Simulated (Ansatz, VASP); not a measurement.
## One calculation of SiNi, two programs

```
Ni Si
1.0
     3.29787    0.00000    0.00000
    -1.64894    2.85604    0.00000
     0.00000    0.00000    2.44664
Ni Si
1 1
Direct
  0.00000 0.00000 0.00000
  0.33333 0.66667 0.50000
```

Change from the starting cell: volume scaled by 0.88, PAW files.

Alike in both runs: task single point; functional PBE; k mesh 14 × 14 × 13; occupations fermi-dirac, width 0.1 eV; no spin polarisation.

|  | VASP | Ansatz |
| --- | --- | --- |
| version | VASP 6.6.1 | Ansatz 0.2.0 |
| potentials or method | VASP PAW PBE potentials, release 64 (Ni_sv_GW, Si) | PAW with Ansatz's default frozen-core files, scalar-relativistic |
| plane-wave cutoff (eV) | 690 | 420 |
| valence electrons in the cell | 22 | 22 |

|  | VASP | Ansatz | Ansatz less VASP |
| --- | --- | --- | --- |
| pressure (GPa) | 24.8 | 25.7 | +0.85 |

With one functional, cell and mesh, what is left measures potentials, basis and numerics.
